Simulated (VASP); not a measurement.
# Sr (P-1) in VASP: notebook

Sr is run at these levels: LDA; tasks: single point.

Program: VASP 6.6.1. These are calculated values, not measurements. Logs are shortened: lines on timing, memory, paths and dates and some standing lists are left out, and cuts for length are marked.

### 1 The cell of the first run

The typed cell holds 2 atoms: a = 4.310 Å, b = 4.329 Å, c = 7.050 Å, α = 90.21°, β = 90.57°, γ = 120.43°.

### 2 Single point, LDA (equal xy, yz and zx shear strains of -1 %)

Contents of INCAR:

```
SYSTEM = Sr
PREC     = Accurate       ! precision mode
ENCUT    = 520            ! plane-wave cutoff, eV
EDIFF    = 1E-6           ! SCF threshold, eV
ISMEAR   = -1             ! smearing method
SIGMA    = 0.08           ! smearing width, eV
LREAL    = .FALSE.        ! projectors in reciprocal space
LASPH    = .TRUE.         ! aspherical terms in the spheres
NELM     = 80             ! most SCF steps
ALGO     = Normal         ! electronic algorithm
ISIF     = 2              ! what is computed and relaxed
LWAVE    = .FALSE.        ! write WAVECAR
LCHARG   = .FALSE.        ! write CHGCAR
NBANDS   = 17             ! bands
```

Contents of KPOINTS:

```
Automatic mesh
0
G
  10 10 5
  0 0 0
```

Contents of POSCAR:

```
Sr
1.0
    4.3100002207     -0.0215500011     -0.0215500011
   -2.1736629588      3.7433446820     -0.0078878479
   -0.0352500000     -0.0352500000      7.0500000000
Sr
2
Direct
    0.3333333333      0.6666666667      0.2500000000
    0.6666666667      0.3333333333      0.7500000000
```

Potentials or basis: VASP PAW LDA potentials, release 64 (Sr_sv).

Command:

```bash
$ cat potpaw_LDA.64/Sr_sv/POTCAR > POTCAR
$ mpirun -np 1 vasp_std > vasp.out
```

OUTCAR:

```text
SYSTEM = Sr
   PREC = Accurate
   ENCUT = 520
   EDIFF = 1E-6
   ISMEAR = -1
   LREAL = .FALSE.
   LASPH = .TRUE.
   NELM = 80
   ISIF = 2

 ion  position               nearest neighbor table
   1  0.333  0.667  0.250-   2 4.28   2 4.29   2 4.31   2 4.33   2 4.34   2 4.34
   2  0.667  0.333  0.750-   1 4.28   1 4.29   1 4.31   1 4.33   1 4.34   1 4.34

  LATTYP: Found a triclinic cell.
 ALAT       =     4.2914518674
 B/A-ratio  =     1.0043472705
 C/A-ratio  =     1.6428417388
 COS(alpha) =     0.0099745013
 COS(beta)  =     0.0136846555
 COS(gamma) =     0.4934979113

  Lattice vectors:

 A1 = (   2.1363372619,   3.7217946809,  -0.0294378490)
 A2 = (   4.3100002207,  -0.0215500011,  -0.0215500011)
 A3 = (   0.0352500000,   0.0352500000,  -7.0500000000)

Analysis of symmetry for initial positions (statically):
=====================================================================
 Subroutine PRICEL returns:
 Original cell was already a primitive cell.

 Routine SETGRP: Setting up the symmetry group for a
 triclinic supercell.

 Subroutine GETGRP returns: Found  2 space group operations
 (whereof  2 operations were pure point group operations)
 out of a pool of  2 trial point group operations.

The static configuration has the point symmetry S_2 .

Analysis of symmetry for dynamics (positions and initial velocities):
=====================================================================
 Subroutine PRICEL returns:
 Original cell was already a primitive cell.

 Routine SETGRP: Setting up the symmetry group for a
 triclinic supercell.

 Subroutine GETGRP returns: Found  2 space group operations
 (whereof  2 operations were pure point group operations)
 out of a pool of  2 trial point group operations.

The dynamic configuration has the point symmetry S_2 .

 Subroutine INISYM returns: Found  2 space group operations
 (whereof  2 operations are pure point group operations),
 and found     1 'primitive' translations

----------------------------------------------------------------------------------------

                                     Primitive cell

  volume of cell :     113.4075

  direct lattice vectors                    reciprocal lattice vectors
     4.310000221 -0.021550001 -0.021550001     0.232703389  0.135128685  0.001839160
[... 80 lines left out ...]
   ISPIN  =      1    spin polarized calculation?
   LNONCOLLINEAR =      F non collinear calculations
   LSORBIT =      F    spin-orbit coupling
   LASPH  =      T    aspherical Exc in radial PAW
   ENCUT  =  520.0 eV  38.22 Ry    6.18 a.u.   8.01  8.05 13.11*2*pi/ulx,y,z
   NELM   =     80;   NELMIN=  2; NELMDL= -5     # of ELM steps
   EDIFF  = 0.1E-05   stopping-criterion for ELM
   LREAL  =      F    real-space projection
   EDIFFG = 0.1E-04   stopping-criterion for IOM
   NSW    =      0    number of steps for IOM
   IBRION =     -1    ionic relax: 0-MD 1-quasi-New 2-CG
   NFREE  =      0    steps in history (QN), initial steepest desc. (CG)
   ISIF   =      2    stress and relaxation
   ISYM   =      2    0-nonsym 1-usesym 2-fastsym
   POTIM  = 0.5000    time-step for ionic-motion
   TEBEG  =    0.0;   TEEND  =   0.0 temperature during run
   PSTRESS=    0.0 pullay stress
   NELECT =      20.0000    total number of electrons
   NUPDOWN=      -1.0000    fix difference up-down
   EMIN   =  10.00;   EMAX   =-10.00  energy-range for DOS
   EFERMI =   0.00;   METHOD = LEGACY
   ISMEAR =    -1;   SIGMA  =   0.08  broadening in eV -4-tet -1-fermi 0-gaus
   EFERMI_NEDOS =   21; number of points for ismear=-14 and -15
   IALGO  =     38    algorithm
   IMIX   =      4    mixing-type and parameters
     AMIX     =   0.40;   BMIX     =  1.00
     AMIX_MAG =   1.60;   BMIX_MAG =  1.00
  volume/ion in A,a.u.               =      56.70       382.66
  Fermi-wavevector in a.u.,A,eV,Ry     =   0.918060  1.734881 11.467449  0.842834
  Thomas-Fermi vector in A             =   2.043099
   LORBIT       =      0    0 simple, 1 ext, 2 COOP (PROOUT), +10 PAW based schemes
   GGA     = CA    functional components
   LHFCALC =     F    Hartree Fock is set to
   AEXX    =    0.0000 exact exchange contribution
   IVDW    =     0    specifies the selected vdW correction
   LEPSILON=     F    determine dielectric tensor
   LRPA    =     F    only Hartree local field effects (RPA)
 non-spin polarized calculation
  energy-cutoff  :      520.00
  volume of cell :      113.41
 maximum number of plane-waves:      3082
   NGX = 17   NGY = 17   NGZ = 27

 number of electron      20.0000000 magnetization

 Free energy of the ion-electron system (eV)
  ---------------------------------------------------
  ext. energy  EPLUGINS =         0.00000000
  ---------------------------------------------------
  free energy    TOTEN  =        -3.72312054 eV

  energy without entropy =       -3.66324326  energy(sigma->0) =       -3.69318190

 E-fermi :   1.3227     XC(G=0):  -7.4613

 val. band max:        1.3209400313   @ k =   0.3000   0.3000  -0.0000
 cond. band min:       1.3377884505   @ k =   0.4000   0.3000  -0.0000
 fundamental gap:      0.0168484192
 Fermi energy:         1.3227206696

 k-point     1 :       0.0000    0.0000    0.0000
  band No.  band energies     occupation
      1     -35.1959      2.00000
      2     -35.1836      2.00000
      3     -17.3624      2.00000
      4     -17.2105      2.00000
      5     -17.2092      2.00000
      6     -17.1858      2.00000
[... 457 lines left out ...]
      4     -17.2795      2.00000
      5     -17.2648      2.00000
      6     -17.2299      2.00000
[... 9 lines left out ...]
     16       4.2154      0.00000
     17       4.4071      0.00000

 [... further k-points ...]

------------------------ aborting loop because EDIFF is reached ----------------------------------------

  FORCE on cell =-STRESS in cart. coord.  units (eV):
  Direction    XX          YY          ZZ          XY          YZ          ZX
  --------------------------------------------------------------------------------------
  -------------------------------------------------------------------------------------
  Total       -1.1180709     -1.1159258     -1.0826512      0.0551714      0.0380115      0.0380009
  in kB      -15.7956779    -15.7653729    -15.2952824      0.7794406      0.5370116      0.5368621
  external PRESSURE =     -15.6187777 kB  Pullay stress =       0.0000000 kB

 VOLUME and BASIS-vectors are now :
 -----------------------------------------------------------------------------
  energy-cutoff  :      520.00
  volume of cell :      113.41
      direct lattice vectors                 reciprocal lattice vectors
     4.310000221 -0.021550001 -0.021550001     0.232703389  0.135128685  0.001839160
    -2.173662959  3.743344682 -0.007887848     0.001346359  0.267925408  0.001346359
    -0.035250000 -0.035250000  7.050000000     0.000712820  0.000712820  0.141851100

 POSITION                                       TOTAL-FORCE (eV/Angst)
 -----------------------------------------------------------------------------------
     -0.02125      2.47957      1.75006         0.007851      0.000030      0.000478
      2.12234      1.20698      5.27050        -0.007851     -0.000030     -0.000478
 -----------------------------------------------------------------------------------
    total drift:                                0.000000      0.000000      0.000000

  FREE ENERGIE OF THE ION-ELECTRON SYSTEM (eV)
  ---------------------------------------------------
  free  energy   TOTEN  =        -3.7231205424 eV

  energy  without entropy=       -3.6632432634  energy(sigma->0) =       -3.69318190
```

Wall time 2.8 min (1 thread of Intel Xeon 6975P-C (Granite Rapids), shared host); peak memory 0.49 GiB.

What came out:

* Free energy: -3.7231 eV
* Pressure: -1.6 GPa
* Largest force: 0.008 eV/Å
* Band gap on the k mesh: zero (bands 10 and 11 overlap by 0.14 eV)

Forces in eV/Å, atoms in the order of the input:
```
Sr   0.008  0.000  0.000
Sr  -0.008  0.000  0.000
```

Caveat: the cell differs from its parent crystal (equal xy, yz and zx shear strains of -1 %).

### 3 Single point, LDA (equal xy, yz and zx shear strains of +1 %)

Contents of INCAR:

```
SYSTEM = Sr
PREC = Accurate
ENCUT = 520
EDIFF = 1E-6
ISMEAR = -1
SIGMA = 0.08
LREAL = .False.
LASPH = .True.
NELM = 60
ALGO = Normal
ISIF = 2
LWAVE = .False.
LCHARG = .False.
NBANDS = 17
```

Contents of KPOINTS:

```
Automatic mesh
0
Gamma
  10 10 5
  0 0 0
```

Contents of POSCAR:

```
Sr
1.0
    4.3100002207      0.0215500011      0.0215500011
   -2.1363372620      3.7217946808      0.0078878479
    0.0352500000      0.0352500000      7.0500000000
Sr
2
Direct
    0.3333333333      0.6666666667      0.2500000000
    0.6666666667      0.3333333333      0.7500000000
```

Potentials or basis: VASP PAW LDA potentials, release 64 (Sr_sv).

Command:

```bash
$ cat potpaw_LDA.64/Sr_sv/POTCAR > POTCAR
$ mpirun -np 1 vasp_std > vasp.out
```

It took 3.7 min on 1 thread of Intel Xeon 6975P-C (Granite Rapids), shared host; peak memory 0.49 GiB.

It converged, with:

- Free energy: -3.7231 eV
- Pressure: -1.6 GPa
- Largest force: 0.007 eV/Å
- Band gap on the k mesh: zero (bands 10 and 11 overlap by 0.14 eV)

Forces on the atoms (eV/Å):
```
Sr  -0.007  0.000  0.000
Sr   0.007  0.000  0.000
```

Stress tensor (GPa, compression positive):
```
-1.58 -0.08 -0.05
-0.08 -1.58 -0.05
-0.05 -0.05 -1.53
```

Levels at points of the mesh, in eV from the Fermi level:
| k point | band 8 | band 9 | band 10 | band 11 | band 12 | band 13 |
| --- | --- | --- | --- | --- | --- | --- |
| (0.00, 0.00, 0.00) | -18.51 | -3.62 | -1.17 | 0.08 | 2.13 | 2.16 |
| (0.50, 0.00, 0.00) | -18.53 | -1.16 | -0.55 | 0.07 | 0.23 | 1.24 |
| (0.00, 0.50, 0.00) | -18.53 | -1.14 | -0.53 | 0.08 | 0.23 | 1.26 |
| (0.50, 0.50, 0.00) | -18.53 | -1.13 | -0.51 | 0.08 | 0.23 | 1.27 |

Caveat: the cell differs from its parent crystal (equal xy, yz and zx shear strains of +1 %).
